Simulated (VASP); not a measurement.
# SnSe (NiAs type) (P6_3/mmc) in VASP: notebook

The runs below take SnSe (NiAs type) through relaxation of cell and atoms, single point, with PBE.

Program: VASP 6.6.1. These are calculated values, not measurements. Logs are shortened: lines on timing, memory, paths and dates and some standing lists are left out, and cuts for length are marked.

**1. The cell of the first run**

The structure is hexagonal, space group P6_3/mmc (No. 194). Conventional cell: a = 3.720 Å, b = 3.720 Å, c = 5.765 Å, α = 90.00°, β = 90.00°, γ = 120.00°. Within 3.4 Å of Sn (site symmetry -3m) lie 6 Se at 2.59 Å and 2 Sn at 2.88 Å. Se (site symmetry -6m2) has 6 Sn at 2.59 Å within 3.4 Å.

**2. Relaxation of cell and atoms, PBE, target pressure 64 GPa, at which the enthalpy is minimised**

Contents of INCAR:

```
PREC = Accurate
ENCUT = 600
EDIFF = 1E-6
ISMEAR = -1
SIGMA = 0.05
LREAL = F
LASPH = T
NELM = 100
ALGO = Normal
ISIF = 3
LWAVE = F
LCHARG = F
GGA = PE
IBRION = 2
NSW = 60
EDIFFG = -0.005
PSTRESS = 640.0
```

Contents of KPOINTS:

```
Automatic mesh
0
Gamma
  11 11 6
```

Contents of POSCAR:

```
SnSe
1.0
    3.7195059859      0.0000000000      0.0000000000
   -1.8597529930      3.2211866733      0.0000000000
    0.0000000000      0.0000000000      5.7652342782
Sn Se
2 2
Direct
    0.0000000000      0.0000000000      0.0000000000
    0.0000000000      0.0000000000      0.5000000000
    0.3333333333      0.6666666667      0.2500000000
    0.6666666667      0.3333333333      0.7500000000
```

Potentials or basis: VASP PAW PBE potentials, release 64 (Sn_d, Se).

Command:

```console
$ cat potpaw_PBE.64/Sn_d/POTCAR potpaw_PBE.64/Se/POTCAR > POTCAR
$ mpirun -np 1 vasp_std > vasp.out
```

OUTCAR:

```text
PREC = Accurate
   ENCUT = 600
   EDIFF = 1E-6
   ISMEAR = -1
   LREAL = F
   LASPH = T
   NELM = 100
   ISIF = 3
   GGA = PE
   IBRION = 2
   NSW = 60
   EDIFFG = -0.005
   PSTRESS = 640.0

 ion  position               nearest neighbor table
   1  0.000  0.000  0.000-   3 2.59   4 2.59   4 2.59   3 2.59   4 2.59   3 2.59   2 2.88   2 2.88

   2  0.000  0.000  0.500-   3 2.59   4 2.59   4 2.59   3 2.59   4 2.59   3 2.59   1 2.88   1 2.88

   3  0.333  0.667  0.250-   1 2.59   2 2.59   1 2.59   2 2.59   1 2.59   2 2.59
   4  0.667  0.333  0.750-   1 2.59   2 2.59   1 2.59   2 2.59   1 2.59   2 2.59

  LATTYP: Found a hexagonal cell.
 ALAT       =     3.7195059859
 C/A-ratio  =     1.5500000000

  Lattice vectors:

 A1 = (   3.7195059859,   0.0000000000,   0.0000000000)
 A2 = (  -1.8597529930,   3.2211866733,   0.0000000000)
 A3 = (   0.0000000000,   0.0000000000,   5.7652342782)

Analysis of symmetry for initial positions (statically):
=====================================================================
 Subroutine PRICEL returns:
 Original cell was already a primitive cell.

 Routine SETGRP: Setting up the symmetry group for a
 hexagonal supercell.

 Subroutine GETGRP returns: Found 24 space group operations
 (whereof 12 operations were pure point group operations)
 out of a pool of 24 trial point group operations.

The static configuration has the point symmetry D_3d.
 The point group associated with its full space group is D_6h.

Analysis of symmetry for dynamics (positions and initial velocities):
=====================================================================
 Subroutine PRICEL returns:
 Original cell was already a primitive cell.

 Routine SETGRP: Setting up the symmetry group for a
 hexagonal supercell.

 Subroutine GETGRP returns: Found 24 space group operations
 (whereof 12 operations were pure point group operations)
 out of a pool of 24 trial point group operations.

The dynamic configuration has the point symmetry D_3d.
 The point group associated with its full space group is D_6h.

 Subroutine INISYM returns: Found 24 space group operations
 (whereof 12 operations are pure point group operations),
 and found     1 'primitive' translations

----------------------------------------------------------------------------------------

                                     Primitive cell

  volume of cell :      69.0746

  direct lattice vectors                    reciprocal lattice vectors
     3.719505986  0.000000000  0.000000000     0.268852908  0.155222299  0.000000000
    -1.859752993  3.221186673  0.000000000     0.000000000  0.310444597  0.000000000
     0.000000000  0.000000000  5.765234278     0.000000000  0.000000000  0.173453489

  length of vectors
     3.719505986  3.719505986  5.765234278     0.310444597  0.310444597  0.173453489

  position of ions in fractional coordinates (direct lattice)
     0.000000000  0.000000000  0.000000000
     0.000000000  0.000000000  0.500000000
     0.333333333  0.666666667  0.250000000
     0.666666667  0.333333333  0.750000000

  ion indices of the primitive-cell ions
   primitive index   ion index
                 1           1
                 2           2
                 3           3
                 4           4

----------------------------------------------------------------------------------------

 KPOINTS: Automatic mesh

Automatic generation of k-mesh.
 Grid dimensions read from file:
 generate k-points for:   11   11    6

 Generating k-lattice:

  Cartesian coordinates                     Fractional coordinates (reciprocal lattice)
     0.024441173  0.014111118  0.000000000     0.090909091  0.000000000  0.000000000
     0.000000000  0.028222236  0.000000000     0.000000000  0.090909091  0.000000000
     0.000000000  0.000000000  0.028908915     0.000000000  0.000000000  0.166666667

  Length of vectors
     0.028222236  0.028222236  0.028908915

  Shift w.r.t. Gamma in fractional coordinates (k-lattice)
     0.000000000  0.000000000  0.000000000

 Subroutine IBZKPT returns following result:
 ===========================================

 Found     64 irreducible k-points:

 Following reciprocal coordinates:
            Coordinates               Weight
  0.000000  0.000000  0.000000      1.000000
  0.090909  0.000000  0.000000      6.000000
  0.181818  0.000000  0.000000      6.000000
  0.272727 -0.000000  0.000000      6.000000
  0.363636  0.000000  0.000000      6.000000
  0.454545 -0.000000  0.000000      6.000000
[... 16 lines left out ...]
  0.090909  0.090909  0.166667     12.000000
  0.181818  0.090909  0.166667     24.000000
 [... further k-points ...]
   k-points           NKPTS =     64   k-points in BZ     NKDIM =     64   number of bands    NBANDS=     24
   number of dos      NEDOS =    301   number of ions     NIONS =      4
   total plane-waves  NPLWV =  43200
   dimension x,y,z NGX =    30 NGY =   30 NGZ =   48
   dimension x,y,z NGXF=    60 NGYF=   60 NGZF=   96
   ions per type =               2   2
   NGX,Y,Z   is equivalent  to a cutoff of  13.41, 13.41, 13.84 a.u.
   NGXF,Y,Z  is equivalent  to a cutoff of  26.82, 26.82, 27.68 a.u.
 SYSTEM =  unknown system
   PREC   = accura    normal or accurate (medium, high low for compatibility)
   ISTART =      0    job   : 0-new  1-cont  2-samecut
   ICHARG =      2    charge: 1-file 2-atom 10-const
   ISPIN  =      1    spin polarized calculation?
   LNONCOLLINEAR =      F non collinear calculations
   LSORBIT =      F    spin-orbit coupling
   LASPH  =      T    aspherical Exc in radial PAW
   ENCUT  =  600.0 eV  44.10 Ry    6.64 a.u.   7.43  7.43 11.51*2*pi/ulx,y,z
   NELM   =    100;   NELMIN=  2; NELMDL= -5     # of ELM steps
   EDIFF  = 0.1E-05   stopping-criterion for ELM
   LREAL  =      F    real-space projection
   EDIFFG = -.5E-02   stopping-criterion for IOM
   NSW    =     60    number of steps for IOM
   IBRION =      2    ionic relax: 0-MD 1-quasi-New 2-CG
   NFREE  =      1    steps in history (QN), initial steepest desc. (CG)
   ISIF   =      3    stress and relaxation
   ISYM   =      2    0-nonsym 1-usesym 2-fastsym
   POTIM  = 0.5000    time-step for ionic-motion
   TEBEG  =    0.0;   TEEND  =   0.0 temperature during run
   PSTRESS=  640.0 pullay stress
   NELECT =      40.0000    total number of electrons
   NUPDOWN=      -1.0000    fix difference up-down
   EMIN   =  10.00;   EMAX   =-10.00  energy-range for DOS
   EFERMI =   0.00;   METHOD = LEGACY
   ISMEAR =    -1;   SIGMA  =   0.05  broadening in eV -4-tet -1-fermi 0-gaus
   EFERMI_NEDOS =   21; number of points for ismear=-14 and -15
   IALGO  =     38    algorithm
   IMIX   =      4    mixing-type and parameters
     AMIX     =   0.40;   BMIX     =  1.00
     AMIX_MAG =   1.60;   BMIX_MAG =  1.00
  volume/ion in A,a.u.               =      17.27       116.53
  Fermi-wavevector in a.u.,A,eV,Ry     =   1.364548  2.578622 25.333926  1.861991
  Thomas-Fermi vector in A             =   2.490854
   LORBIT       =      0    0 simple, 1 ext, 2 COOP (PROOUT), +10 PAW based schemes
   GGA     = PE    functional components
   LHFCALC =     F    Hartree Fock is set to
   AEXX    =    0.0000 exact exchange contribution
   IVDW    =     0    specifies the selected vdW correction
   LEPSILON=     F    determine dielectric tensor
   LRPA    =     F    only Hartree local field effects (RPA)
 conjugate gradient relaxation of ions
 non-spin polarized calculation
  energy-cutoff  :      600.00
  volume of cell :       69.07
 maximum number of plane-waves:      2333
 NGX is ok and might be reduce to    30
   NGX = 15   NGY = 15   NGZ = 23

--------------------------------------- Ionic step        1  -------------------------------------------

 number of electron      40.0000018 magnetization

 Free energy of the ion-electron system (eV)
  ---------------------------------------------------
  ext. energy  EPLUGINS =         0.00000000
  ---------------------------------------------------
  free energy    TOTEN  =        -9.65005099 eV

  energy without entropy =       -9.63793968  energy(sigma->0) =       -9.64399534

------------------------ aborting loop because EDIFF is reached ----------------------------------------

  FORCE on cell =-STRESS in cart. coord.  units (eV):
  Direction    XX          YY          ZZ          XY          YZ          ZX
  --------------------------------------------------------------------------------------
  -------------------------------------------------------------------------------------
  Total       28.5815852     28.5815852     33.2425804     -0.0000000      0.0000000     -0.0000000
  in kB      662.9469524    662.9469524    771.0582619     -0.0000000      0.0000000     -0.0000000
  external PRESSURE =      58.9840556 kB  Pullay stress =     640.0000000 kB
[... 99 lines left out ...]
  FREE ENERGIE OF THE ION-ELECTRON SYSTEM (eV)
  ---------------------------------------------------
  free  energy   TOTEN  =       -10.7480125597 eV

  energy  without entropy=      -10.7358273413  energy(sigma->0) =      -10.74191995

  enthalpy is  TOTEN    =        17.8655598100 eV   P V=       28.6135723697

[... ionic steps 4 to 22 ...]

--------------------------------------- Ionic step       23  -------------------------------------------

 number of electron      39.9999985 magnetization

------------------------ aborting loop because EDIFF is reached ----------------------------------------

  FORCE on cell =-STRESS in cart. coord.  units (eV):
  Direction    XX          YY          ZZ          XY          YZ          ZX
  --------------------------------------------------------------------------------------
  -------------------------------------------------------------------------------------
  Total       25.9640470     25.9640470     25.9440541     -0.0000000     -0.0000000     -0.0000000
  in kB      639.5685188    639.5685186    639.0760346     -0.0000002     -0.0000000     -0.0000000
  external PRESSURE =      -0.5956427 kB  Pullay stress =     640.0000000 kB
[... 65 lines left out ...]
  enthalpy is  TOTEN    =        15.6499924511 eV   P V=       25.9775752428

--------------------------------------- Ionic step       25  -------------------------------------------

 number of electron      39.9999985 magnetization

 Free energy of the ion-electron system (eV)
  ---------------------------------------------------
  ext. energy  EPLUGINS =         0.00000000
  ---------------------------------------------------
  free energy    TOTEN  =       -10.32992019 eV

  energy without entropy =      -10.32222145  energy(sigma->0) =      -10.32607082

 E-fermi :  12.2919     XC(G=0): -12.2595

 val. band max:       12.2494491333   @ k =   0.2727   0.2727   0.3333
 cond. band min:      12.3123134906   @ k =   0.0909   0.0000   0.3333
 fundamental gap:      0.0628643573
 Fermi energy:        12.2919084254

 k-point     1 :       0.0000    0.0000    0.0000
  band No.  band energies     occupation
      1      -9.8286      2.00000
      2      -9.7477      2.00000
      3      -9.7477      2.00000
      4      -9.7470      2.00000
      5      -9.7395      2.00000
      6      -9.7395      2.00000
[... 637 lines left out ...]
     23      16.7047      0.00000
     24      17.9817      0.00000

 [... further k-points ...]

------------------------ aborting loop because EDIFF is reached ----------------------------------------

  FORCE on cell =-STRESS in cart. coord.  units (eV):
  Direction    XX          YY          ZZ          XY          YZ          ZX
  --------------------------------------------------------------------------------------
  -------------------------------------------------------------------------------------
  Total       25.9704998     25.9704998     25.9713137     -0.0000000      0.0000000     -0.0000000
  in kB      639.7682415    639.7682413    639.7882924     -0.0000003      0.0000000     -0.0000000
  external PRESSURE =      -0.2250749 kB  Pullay stress =     640.0000000 kB
[... 19 lines left out ...]
  FREE ENERGIE OF THE ION-ELECTRON SYSTEM (eV)
  ---------------------------------------------------
  free  energy   TOTEN  =       -10.3299201897 eV

  energy  without entropy=      -10.3222214486  energy(sigma->0) =      -10.32607082

  enthalpy is  TOTEN    =        15.6499875000 eV   P V=       25.9799076897

 reached required accuracy - stopping structural energy minimisation
```

Wall time 12 min (1 thread of Intel Xeon 6975P-C (Granite Rapids), shared host); peak memory 0.31 GiB.

What came out:

| Quantity | Value |
| --- | --- |
| Free energy | -10.3299 eV |
| Relaxed volume | 16.26 Å³/atom |
| Relaxed cell | a = 3.127 Å, b = 3.127 Å, c = 7.682 Å, α = 90.00°, β = 90.00°, γ = 120.00° |
| Space group after relaxing (to 0.1 Å) | P6_3/mmc (No. 194) |
| Energy change on relaxing (the run minimises the enthalpy) | -170.0 meV/atom |
| Ionic steps | 25 |
| Pressure after relaxing | 64.0 GPa |
| Band gap on the k mesh | zero (bands 20 and 21 overlap by 5.73 eV) |

The path:
```tsv
step	energy change (eV)	largest force (eV/Å)	pressure (GPa)	volume (Å³)
1	0.0000	0.0000	69.90	69.07
2	-2.4950	0.0000	46.94	75.55
3	-1.0980	0.0000	59.69	71.63
4	-1.2674	0.0000	59.06	71.45
5	-1.8359	0.0000	56.00	69.66
6	1.1150	0.0000	74.03	61.48
7	-0.2910	0.0000	62.94	64.41
8	-1.5542	0.0000	56.10	67.40
9	3.0938	0.0000	105.05	57.71
10	-0.7885	0.0000	64.00	65.33
11	-0.7402	0.0000	64.53	65.21
12	-0.7229	0.0000	64.70	65.16
13	-0.7194	0.0000	64.03	65.14
14	-0.6995	0.0000	63.22	65.09
15	-0.7151	0.0000	63.80	65.13
16	-0.7118	0.0000	63.65	65.12
17	-0.7128	0.0000	63.63	65.12
18	-0.5411	0.0000	65.33	64.69
19	-0.6799	0.0000	63.97	65.04
20	-0.6805	0.0000	63.98	65.04
21	-0.6967	0.0000	63.79	65.08
22	-0.6821	0.0000	63.97	65.04
23	-0.6815	0.0000	63.94	65.04
24	-0.6775	0.0000	64.03	65.03
25	-0.6799	0.0000	63.98	65.04
```

Final structure:
```cif
data_structure
_symmetry_space_group_name_H-M 'P 1'
_symmetry_Int_Tables_number 1
_cell_length_a 3.1266
_cell_length_b 3.1266
_cell_length_c 7.6823
_cell_angle_alpha 90.000
_cell_angle_beta 90.000
_cell_angle_gamma 120.000
_cell_volume 65.04
loop_
_atom_site_label
_atom_site_type_symbol
_atom_site_fract_x
_atom_site_fract_y
_atom_site_fract_z
_atom_site_occupancy
Sn1 Sn 0.00000 0.00000 0.00000 1
Sn2 Sn 0.00000 0.00000 0.50000 1
Se1 Se 0.33333 0.66667 0.25000 1
Se2 Se 0.66667 0.33333 0.75000 1
```

Caveat: the cell is relaxed towards a set pressure, so the run minimises the enthalpy, not the energy; a cell axis changed by over 15 % at a fixed basis, so the end point is rough; spin-orbit coupling is left out, which moves the levels of the heavy elements.

**3. Single point, PBE**

This run uses another cell than the first one, of 16.24 Å³/atom.

Contents of INCAR:

```
SYSTEM = SnSe
PREC = Accurate ; ENCUT = 520
EDIFF = 1E-6 ; ISMEAR = -1
SIGMA = 0.05 ; LREAL = .False.
LASPH = .True. ; NELM = 80
ALGO = Normal ; ISIF = 2
LWAVE = .False. ; LCHARG = .False.
GGA = PE ; NBANDS = 28
```

Contents of KPOINTS:

```
regular mesh
0
Gamma
  11 11 6
  0 0 0
```

Contents of POSCAR:

```
SnSe
1.0
    3.1255644103      0.0000000000      0.0000000000
   -1.5627822052      2.7068181804      0.0000000000
    0.0000000000      0.0000000000      7.6793926047
Sn Se
2 2
Direct
    0.0000000000      0.0000000000      0.0000000000
    0.0000000000      0.0000000000      0.5000000000
    0.3333333333      0.6666666667      0.2500000000
    0.6666666667      0.3333333333      0.7500000000
```

Potentials or basis: VASP PAW PBE potentials, release 64 (Sn_d, Se).

Command:

```console
$ cat potpaw_PBE.64/Sn_d/POTCAR potpaw_PBE.64/Se/POTCAR > POTCAR
$ mpirun -np 1 vasp_std > vasp.out
```

Run time: 1.8 min. Hardware: 1 thread of Intel Xeon 8259CL, shared host; peak memory 0.24 GiB.

The run converged. Its results:

```
Free energy            : -10.3063 eV
Pressure               : 64.3 GPa
Band gap on the k mesh : zero (bands 20 and 21 overlap by 5.74 eV)
```

Stress tensor (GPa, compression positive):
```
64.22  0.00  0.00
 0.00 64.22  0.00
 0.00  0.00 64.43
```

Levels at points of the mesh, in eV from the Fermi level:
| k point | band 18 | band 19 | band 20 | band 21 | band 22 | band 23 |
| --- | --- | --- | --- | --- | --- | --- |
| (0.00, 0.00, 0.00) | 0.36 | 0.36 | 4.18 | 4.46 | 6.42 | 6.42 |
| (0.00, 0.00, 0.50) | 0.14 | 0.14 | 0.14 | 5.43 | 5.43 | 6.64 |

Caveat: the cell stands under pressure; spin-orbit coupling is left out, which moves the levels of the heavy elements.

**4. Single point, PBE**

This run uses another cell than the first one, of 16.24 Å³/atom.

Contents of INCAR:

```
PREC = Accurate
ENCUT = 520
EDIFF = 1E-6
ISMEAR = -1
SIGMA = 0.05
LREAL = False
LASPH = True
NELM = 100
ALGO = Normal
ISIF = 2
LWAVE = False
LCHARG = False
GGA = PE
NBANDS = 28
```

Contents of KPOINTS:

```
regular mesh
0
Gamma
  11 11 6
```

POSCAR is that of step 3.

Command:

```console
$ cat potpaw_PBE.64/Sn_d/POTCAR potpaw_PBE.64/Se/POTCAR > POTCAR
$ mpirun -np 1 vasp_std > vasp.out
```

It took 1.8 min on 1 thread of Intel Xeon 8259CL, shared host; peak memory 0.24 GiB.

Results (log left out):

| Item | Value |
| --- | --- |
| Free energy | -10.3063 eV |
| Pressure | 64.3 GPa |
| Band gap on the k mesh | zero (bands 20 and 21 overlap by 5.74 eV) |

Stress tensor (GPa, compression positive):
```
64.22  0.00  0.00
 0.00 64.22  0.00
 0.00  0.00 64.43
```

Levels at points of the mesh, in eV from the Fermi level:
```csv
k point,band 18,band 19,band 20,band 21,band 22,band 23
"(0.00, 0.00, 0.00)",0.36,0.36,4.18,4.46,6.42,6.42
"(0.00, 0.00, 0.50)",0.14,0.14,0.14,5.43,5.43,6.64
```

Caveat: the cell stands under pressure; spin-orbit coupling is left out, which moves the levels of the heavy elements.
